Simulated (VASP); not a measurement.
Set up this calculation in VASP 6.6.1, as the native input.

```
Task                   : single point
Functional             : PBE
Potentials or basis    : VASP PAW PBE potentials, release 64 (P)
Cutoff                 : 520 eV
k mesh                 : 10 × 10 × 10
Occupations            : gaussian, width 0.05 eV
Spin                   : no spin polarisation
Dipole correction      : no
Further INCAR settings : ALGO = Normal; EDIFF = 1e-06; NBANDS = 8
```

The structure of P lies in POSCAR:

```
P
1.0
    1.5298248358      1.5298248358      1.5298248358
   -1.5298248358      1.5298248358      1.5298248358
   -1.5298248358     -1.5298248358      1.5298248358
P
1
Direct
    0.0000000000      0.0000000000      0.0000000000
```

These files were run (other wordings do the same):

INCAR

```
SYSTEM = P
ALGO = Normal
EDIFF = 1E-6
ENCUT = 520
GGA = PE
ISIF = 2
ISMEAR = 0
LASPH = .TRUE.
LCHARG = .FALSE.
LREAL = .FALSE.
LWAVE = .FALSE.
NBANDS = 8
NELM = 80
PREC = Accurate
SIGMA = 0.05
```

KPOINTS

```
k-points
0
G
  10 10 10
  0 0 0
```

Potentials or basis: VASP PAW PBE potentials, release 64 (P).

Run with:

```console
$ cat potpaw_PBE.64/P/POTCAR > POTCAR
$ mpirun -np 1 vasp_std > vasp.out
```

It gave:

The pressure is -0.2 GPa.

Wall time 1.9 s on 1 thread of AMD EPYC 9R45 96-Core Processor (Zen 5), on a shared host, peak memory 0.09 GiB.
